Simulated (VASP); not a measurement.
# Ga (C2/c) in VASP: a series of runs

Ga is run at these levels: PBE; tasks: electric field gradients.

Everything below comes from runs of VASP 6.6.1. Logs are shortened: lines on timing, memory, paths and dates and some standing lists are left out, and cuts for length are marked.

### 1 The cell of the first run

It takes space group C2/c (No. 15, monoclinic). Conventional cell: a = 2.766 Å, b = 8.053 Å, c = 3.299 Å, α = 90.00°, β = 92.04°, γ = 90.00°. Ga (site symmetry 2) has 10 Ga at 2.68 to 3.30 Å within 3.5 Å.

### 2 Electric field gradients, PBE (zz strain of -1 %)

File INCAR:

```
PREC = Accurate
ENCUT = 520
EDIFF = 1E-8
ISMEAR = -1
SIGMA = 0.03
LREAL = F
LASPH = T
NELM = 100
ALGO = Normal
ISIF = 2
LWAVE = F
LCHARG = F
GGA = PE
LEFG = T
NBANDS = 20
```

File KPOINTS:

```
regular mesh
0
Gamma
  14 14 11
```

File POSCAR:

```
Ga
1.0
    1.3830000000     -4.0265000000      0.0000000000
    1.3830000000      4.0265000000      0.0000000000
   -0.1174500000      0.0000000000      3.2966307000
Ga
2
Direct
    0.8690000000      0.1310000000      0.2500000000
    0.1310000000      0.8690000000      0.7500000000
```

Potentials or basis: VASP PAW PBE potentials, release 64 (Ga_d).

On the command line:

```console
$ cat potpaw_PBE.64/Ga_d/POTCAR > POTCAR
$ mpirun -np 1 vasp_std > vasp.out
```

OUTCAR:

```text
PREC = Accurate
   ENCUT = 520
   EDIFF = 1E-8
   ISMEAR = -1
   LREAL = F
   LASPH = T
   NELM = 100
   ISIF = 2
   GGA = PE

 ion  position               nearest neighbor table
   1  0.869  0.131  0.250-   2 2.68   2 2.68   2 2.85   2 2.85   2 2.91   2 2.91
   2  0.131  0.869  0.750-   1 2.68   1 2.68   1 2.85   1 2.85   1 2.91   1 2.91

  LATTYP: Found a base centered monoclinic cell.
 ALAT       =     2.7660000000
 B/A-ratio  =     2.9114244396
 C/A-ratio  =     1.1925966192
 COS(beta)  =    -0.0356046951

  Lattice vectors:

 A1 = (   1.3830000000,  -4.0265000000,   0.0000000000)
 A2 = (   1.3830000000,   4.0265000000,   0.0000000000)
 A3 = (  -0.1174500000,   0.0000000000,   3.2966307000)

Analysis of symmetry for initial positions (statically):
=====================================================================
 Subroutine PRICEL returns:
 Original cell was already a primitive cell.

 Routine SETGRP: Setting up the symmetry group for a
 base centered monoclinic supercell.

 Subroutine GETGRP returns: Found  4 space group operations
 (whereof  2 operations were pure point group operations)
 out of a pool of  4 trial point group operations.

The static configuration has the point symmetry S_2 .
 The point group associated with its full space group is C_2h.

Analysis of symmetry for dynamics (positions and initial velocities):
=====================================================================
 Subroutine PRICEL returns:
 Original cell was already a primitive cell.

 Routine SETGRP: Setting up the symmetry group for a
 base centered monoclinic supercell.

 Subroutine GETGRP returns: Found  4 space group operations
 (whereof  2 operations were pure point group operations)
 out of a pool of  4 trial point group operations.

The dynamic configuration has the point symmetry S_2 .
 The point group associated with its full space group is C_2h.

 Subroutine INISYM returns: Found  4 space group operations
 (whereof  2 operations are pure point group operations),
 and found     1 'primitive' translations

----------------------------------------------------------------------------------------

                                     Primitive cell

  volume of cell :      36.7156

  direct lattice vectors                    reciprocal lattice vectors
     1.383000000 -4.026500000  0.000000000     0.361532899 -0.124177325  0.012880435
     1.383000000  4.026500000  0.000000000     0.361532899  0.124177325  0.012880435
    -0.117450000  0.000000000  3.296630700     0.000000000  0.000000000  0.303340013

  length of vectors
     4.257392541  4.257392541  3.298722249     0.382481308  0.382481308  0.303340013

  position of ions in fractional coordinates (direct lattice)
     0.869000000  0.131000000  0.250000000
     0.131000000  0.869000000  0.750000000

  ion indices of the primitive-cell ions
   primitive index   ion index
                 1           1
                 2           2

----------------------------------------------------------------------------------------

 KPOINTS: regular mesh

Automatic generation of k-mesh.
 Grid dimensions read from file:
 generate k-points for:   14   14   11

 Generating k-lattice:

  Cartesian coordinates                     Fractional coordinates (reciprocal lattice)
     0.025823779 -0.008869809  0.000920031     0.071428571  0.000000000 -0.000000000
     0.025823779  0.008869809  0.000920031     0.000000000  0.071428571 -0.000000000
     0.000000000  0.000000000  0.027576365     0.000000000  0.000000000  0.090909091

  Length of vectors
     0.027320093  0.027320093  0.027576365

  Shift w.r.t. Gamma in fractional coordinates (k-lattice)
     0.000000000  0.000000000  0.000000000

 Subroutine IBZKPT returns following result:
 ===========================================

 Found    582 irreducible k-points:

 Following reciprocal coordinates:
            Coordinates               Weight
  0.000000  0.000000  0.000000      1.000000
  0.071429 -0.000000  0.000000      4.000000
  0.142857 -0.000000 -0.000000      4.000000
  0.214286 -0.000000  0.000000      4.000000
  0.285714 -0.000000  0.000000      4.000000
  0.357143  0.000000  0.000000      4.000000
[... 16 lines left out ...]
  0.214286  0.142857  0.000000      4.000000
  0.285714  0.142857  0.000000      4.000000
 [... further k-points ...]
   k-points           NKPTS =    582   k-points in BZ     NKDIM =    582   number of bands    NBANDS=     20
   number of dos      NEDOS =    301   number of ions     NIONS =      2
   total plane-waves  NPLWV =  28672
   dimension x,y,z NGX =    32 NGY =   32 NGZ =   28
   dimension x,y,z NGXF=    64 NGYF=   64 NGZF=   56
   ions per type =               2
   NGX,Y,Z   is equivalent  to a cutoff of  12.50, 12.50, 14.11 a.u.
   NGXF,Y,Z  is equivalent  to a cutoff of  24.99, 24.99, 28.22 a.u.
 SYSTEM =  unknown system
   PREC   = accura    normal or accurate (medium, high low for compatibility)
   ISTART =      0    job   : 0-new  1-cont  2-samecut
   ICHARG =      2    charge: 1-file 2-atom 10-const
   ISPIN  =      1    spin polarized calculation?
   LNONCOLLINEAR =      F non collinear calculations
   LSORBIT =      F    spin-orbit coupling
   LASPH  =      T    aspherical Exc in radial PAW
   ENCUT  =  520.0 eV  38.22 Ry    6.18 a.u.   7.92  7.92  6.13*2*pi/ulx,y,z
   NELM   =    100;   NELMIN=  2; NELMDL= -5     # of ELM steps
   EDIFF  = 0.1E-07   stopping-criterion for ELM
   LREAL  =      F    real-space projection
   EDIFFG = 0.1E-06   stopping-criterion for IOM
   NSW    =      0    number of steps for IOM
   IBRION =     -1    ionic relax: 0-MD 1-quasi-New 2-CG
   NFREE  =      0    steps in history (QN), initial steepest desc. (CG)
   ISIF   =      2    stress and relaxation
   ISYM   =      2    0-nonsym 1-usesym 2-fastsym
   POTIM  = 0.5000    time-step for ionic-motion
   TEBEG  =    0.0;   TEEND  =   0.0 temperature during run
   PSTRESS=    0.0 pullay stress
   NELECT =      26.0000    total number of electrons
   NUPDOWN=      -1.0000    fix difference up-down
   EMIN   =  10.00;   EMAX   =-10.00  energy-range for DOS
   EFERMI =   0.00;   METHOD = LEGACY
   ISMEAR =    -1;   SIGMA  =   0.03  broadening in eV -4-tet -1-fermi 0-gaus
   EFERMI_NEDOS =   21; number of points for ismear=-14 and -15
   IALGO  =     38    algorithm
   IMIX   =      4    mixing-type and parameters
     AMIX     =   0.40;   BMIX     =  1.00
     AMIX_MAG =   1.60;   BMIX_MAG =  1.00
  volume/ion in A,a.u.               =      18.36       123.88
  Fermi-wavevector in a.u.,A,eV,Ry     =   1.459204  2.757495 28.970547  2.129275
  Thomas-Fermi vector in A             =   2.575798
   LORBIT       =      0    0 simple, 1 ext, 2 COOP (PROOUT), +10 PAW based schemes
   GGA     = PE    functional components
   LHFCALC =     F    Hartree Fock is set to
   AEXX    =    0.0000 exact exchange contribution
   IVDW    =     0    specifies the selected vdW correction
   LEPSILON=     F    determine dielectric tensor
   LRPA    =     F    only Hartree local field effects (RPA)
 non-spin polarized calculation
  energy-cutoff  :      520.00
  volume of cell :       36.72
 maximum number of plane-waves:      1006
   NGX = 15   NGY = 15   NGZ = 13

 number of electron      25.9999998 magnetization

 Free energy of the ion-electron system (eV)
  ---------------------------------------------------
  ext. energy  EPLUGINS =         0.00000000
  ---------------------------------------------------
  free energy    TOTEN  =        -5.76709456 eV

  energy without entropy =       -5.76533021  energy(sigma->0) =       -5.76621239

 E-fermi :   5.7717     XC(G=0): -11.1091

 val. band max:        5.7646601925   @ k =  -0.1429  -0.2143   0.2727
 cond. band min:       5.7787126463   @ k =  -0.2143   0.5000   0.3636
 fundamental gap:      0.0140524538
 Fermi energy:         5.7717152559

 k-point     1 :       0.0000    0.0000    0.0000
  band No.  band energies     occupation
      1      -9.4191      2.00000
      2      -9.4134      2.00000
      3      -9.3716      2.00000
      4      -9.3488      2.00000
      5      -9.0730      2.00000
      6      -9.0719      2.00000
[... 12 lines left out ...]
     19      16.6459      0.00000
     20      18.8287      0.00000
[... 507 lines left out ...]
 k-point    24 :       0.2857    0.1429    0.0000
  band No.  band energies     occupation
      1      -9.3689      2.00000
      2      -9.3233      2.00000
      3      -9.2900      2.00000
      4      -9.2219      2.00000
      5      -9.1928      2.00000
      6      -9.1550      2.00000
[... 12 lines left out ...]
     19      17.3063      0.00000
     20      18.3426      0.00000

 [... further k-points ...]

------------------------ aborting loop because EDIFF is reached ----------------------------------------

  FORCE on cell =-STRESS in cart. coord.  units (eV):
  Direction    XX          YY          ZZ          XY          YZ          ZX
  --------------------------------------------------------------------------------------
  -------------------------------------------------------------------------------------
  Total        0.5871647      0.5609289      0.5390593      0.0000000      0.0000000     -0.0093030
  in kB       25.6224298     24.4775644     23.5232289      0.0000000      0.0000000     -0.4059581
  external PRESSURE =      24.5410743 kB  Pullay stress =       0.0000000 kB

 VOLUME and BASIS-vectors are now :
 -----------------------------------------------------------------------------
  energy-cutoff  :      520.00
  volume of cell :       36.72
      direct lattice vectors                 reciprocal lattice vectors
     1.383000000 -4.026500000  0.000000000     0.361532899 -0.124177325  0.012880435
     1.383000000  4.026500000  0.000000000     0.361532899  0.124177325  0.012880435
    -0.117450000  0.000000000  3.296630700     0.000000000  0.000000000  0.303340013

 POSITION                                       TOTAL-FORCE (eV/Angst)
 -----------------------------------------------------------------------------------
      1.35364     -2.97156      0.82416        -0.000000      0.202693     -0.000000
      1.29491      2.97156      2.47247         0.000000     -0.202693      0.000000
 -----------------------------------------------------------------------------------
    total drift:                                0.000000      0.000000     -0.000000

  FREE ENERGIE OF THE ION-ELECTRON SYSTEM (eV)
  ---------------------------------------------------
  free  energy   TOTEN  =        -5.7670945620 eV

  energy  without entropy=       -5.7653302102  energy(sigma->0) =       -5.76621239

 Electric field gradients (V/A^2)
---------------------------------------------------------------------
 ion       V_xx      V_yy      V_zz      V_xy      V_xz      V_yz
---------------------------------------------------------------------
   1      -6.280   -18.360    24.641     0.000    -2.667     0.000
   2      -6.280   -18.360    24.641     0.000    -2.667     0.000
---------------------------------------------------------------------

 Electric field gradients after diagonalization (V/A^2)
 (convention: |V_zz| > |V_xx| > |V_yy|)
----------------------------------------------------------------------
 ion       V_xx      V_yy      V_zz     asymmetry (V_yy - V_xx)/ V_zz
----------------------------------------------------------------------
   1     -18.360    -6.509    24.869       0.477
   2     -18.360    -6.509    24.869       0.477
----------------------------------------------------------------------

           NMR quadrupolar parameters

 Cq : quadrupolar parameter    Cq=e*Q*V_zz/h
 eta: asymmetry parameters     (V_yy - V_xx)/ V_zz
 Q  : nuclear electric quadrupole moment in mb (millibarn)
----------------------------------------------------------------------
 ion       Cq(MHz)       eta       Q (mb)
----------------------------------------------------------------------
   1       0.060       0.477       1.000
   2       0.060       0.477       1.000
----------------------------------------------------------------------
```

Run time: 11 min. Hardware: 1 thread of Intel Xeon 8259CL, shared host; peak memory 0.45 GiB.

Results:

```yaml
Free_energy: -5.7671 eV
Pressure: 2.5 GPa
Largest_force: 0.203 eV/Å
Band_gap_on_the_k_mesh: zero (bands 13 and 14 overlap by 8.17 eV)
Largest_electric_field_gradient_by_atom: Ga +24.9 V/Å²
```

Forces in eV/Å, atoms in the order of the input:
```
Ga   0.000  0.203  0.000
Ga   0.000 -0.203  0.000
```

Levels at points of the mesh, in eV from the Fermi level:
```csv
k point,band 10,band 11,band 12,band 13,band 14,band 15,band 16,band 17
"(0.00, 0.00, 0.00)",-14.66,-11.33,-2.19,-1.64,1.79,5.58,9.61,10.28
"(0.50, 0.00, 0.00)",-14.68,-6.15,-5.11,-1.43,-0.05,5.91,6.65,8.61
"(0.50, 0.50, 0.00)",-14.72,-9.20,-8.69,4.15,4.74,6.01,6.23,7.46
```

Electric field gradients, principal values (V/Å²):
```tsv
atom	least	middle	greatest (by size)
1 Ga	-6.509	-18.360	24.869
2 Ga	-6.509	-18.360	24.869
```

Caveat: the cell differs from its parent crystal (zz strain of -1 %); without QUAD_EFG the Cq values of the log hold for a quadrupole moment of 1 mb, not for the nuclei.

### 3 Electric field gradients, PBE (zz strain of -1 %)

File INCAR:

```
SYSTEM = Ga
ALGO     = Normal         ! electronic algorithm
EDIFF    = 1E-8           ! SCF threshold, eV
ENCUT    = 520            ! plane-wave cutoff, eV
GGA      = PE             ! functional
ISIF     = 2              ! what is computed and relaxed
ISMEAR   = -1             ! smearing method
LASPH    = .TRUE.         ! aspherical terms in the spheres
LCHARG   = .FALSE.        ! write CHGCAR
LEFG     = .TRUE.       
LREAL    = .FALSE.        ! projectors in reciprocal space
LWAVE    = .FALSE.        ! write WAVECAR
NBANDS   = 20             ! bands
NELM     = 60             ! most SCF steps
PREC     = Accurate       ! precision mode
SIGMA    = 0.03           ! smearing width, eV
```

File KPOINTS:

```
k-points
0
G
  14 14 11
  0 0 0
```

POSCAR is that of step 2.

Potentials or basis: VASP PAW PBE potentials, release 64 (Ga_d).

On the command line:

```console
$ cat potpaw_PBE.64/Ga_d/POTCAR > POTCAR
$ mpirun -np 1 vasp_std > vasp.out
```

OUTCAR:

```text
SYSTEM = Ga
   EDIFF = 1E-8
   ENCUT = 520
   GGA = PE
   ISIF = 2
   ISMEAR = -1
   LASPH = .TRUE.
   LREAL = .FALSE.
   NELM = 60
   PREC = Accurate

 ion  position               nearest neighbor table
   1  0.869  0.131  0.250-   2 2.68   2 2.68   2 2.85   2 2.85   2 2.91   2 2.91
   2  0.131  0.869  0.750-   1 2.68   1 2.68   1 2.85   1 2.85   1 2.91   1 2.91

  LATTYP: Found a base centered monoclinic cell.
 ALAT       =     2.7660000000
 B/A-ratio  =     2.9114244396
 C/A-ratio  =     1.1925966192
 COS(beta)  =    -0.0356046951

  Lattice vectors:

 A1 = (   1.3830000000,  -4.0265000000,   0.0000000000)
 A2 = (   1.3830000000,   4.0265000000,   0.0000000000)
 A3 = (  -0.1174500000,   0.0000000000,   3.2966307000)

Analysis of symmetry for initial positions (statically):
=====================================================================
 Subroutine PRICEL returns:
 Original cell was already a primitive cell.

[... 744 lines left out ...]
  volume of cell :       36.72
      direct lattice vectors                 reciprocal lattice vectors
     1.383000000 -4.026500000  0.000000000     0.361532899 -0.124177325  0.012880435
     1.383000000  4.026500000  0.000000000     0.361532899  0.124177325  0.012880435
    -0.117450000  0.000000000  3.296630700     0.000000000  0.000000000  0.303340013

 POSITION                                       TOTAL-FORCE (eV/Angst)
 -----------------------------------------------------------------------------------
      1.35364     -2.97156      0.82416        -0.000000      0.202693     -0.000000
      1.29491      2.97156      2.47247         0.000000     -0.202693      0.000000
 -----------------------------------------------------------------------------------
    total drift:                                0.000000      0.000000     -0.000000

  FREE ENERGIE OF THE ION-ELECTRON SYSTEM (eV)
  ---------------------------------------------------
  free  energy   TOTEN  =        -5.7670945620 eV

  energy  without entropy=       -5.7653302102  energy(sigma->0) =       -5.76621239

 Electric field gradients (V/A^2)
---------------------------------------------------------------------
 ion       V_xx      V_yy      V_zz      V_xy      V_xz      V_yz
---------------------------------------------------------------------
   1      -6.280   -18.360    24.641     0.000    -2.667     0.000
   2      -6.280   -18.360    24.641     0.000    -2.667     0.000
---------------------------------------------------------------------

 Electric field gradients after diagonalization (V/A^2)
 (convention: |V_zz| > |V_xx| > |V_yy|)
----------------------------------------------------------------------
 ion       V_xx      V_yy      V_zz     asymmetry (V_yy - V_xx)/ V_zz
----------------------------------------------------------------------
   1     -18.360    -6.509    24.869       0.477
   2     -18.360    -6.509    24.869       0.477
----------------------------------------------------------------------

           NMR quadrupolar parameters

 Cq : quadrupolar parameter    Cq=e*Q*V_zz/h
 eta: asymmetry parameters     (V_yy - V_xx)/ V_zz
 Q  : nuclear electric quadrupole moment in mb (millibarn)
----------------------------------------------------------------------
 ion       Cq(MHz)       eta       Q (mb)
----------------------------------------------------------------------
   1       0.060       0.477       1.000
   2       0.060       0.477       1.000
----------------------------------------------------------------------
```

It took 8.6 min on 1 thread of Intel Xeon Platinum 8375C at 2.90GHz (Ice Lake), shared host; peak memory 0.44 GiB.

Results:

| Quantity | Value |
| --- | --- |
| Free energy | -5.7671 eV |
| Pressure | 2.5 GPa |
| Largest force | 0.203 eV/Å |
| Band gap on the k mesh | zero (bands 13 and 14 overlap by 8.17 eV) |
| Largest electric field gradient by atom | Ga +24.9 V/Å² |

Forces on the atoms (eV/Å):
```
Ga   0.000  0.203  0.000
Ga   0.000 -0.203  0.000
```

Levels at points of the mesh, in eV from the Fermi level:
```tsv
k point	band 11	band 12	band 13	band 14	band 15	band 16
(0.00, 0.00, 0.00)	-11.33	-2.19	-1.64	1.79	5.58	9.61
(0.50, 0.00, 0.00)	-6.15	-5.11	-1.43	-0.05	5.91	6.65
(0.50, 0.50, 0.00)	-9.20	-8.69	4.15	4.74	6.01	6.23
```

Electric field gradients, principal values (V/Å²):
```csv
atom,least,middle,greatest (by size)
1 Ga,-6.509,-18.360,24.869
2 Ga,-6.509,-18.360,24.869
```

Caveat: the cell differs from its parent crystal (zz strain of -1 %); without QUAD_EFG the Cq values of the log hold for a quadrupole moment of 1 mb, not for the nuclei.
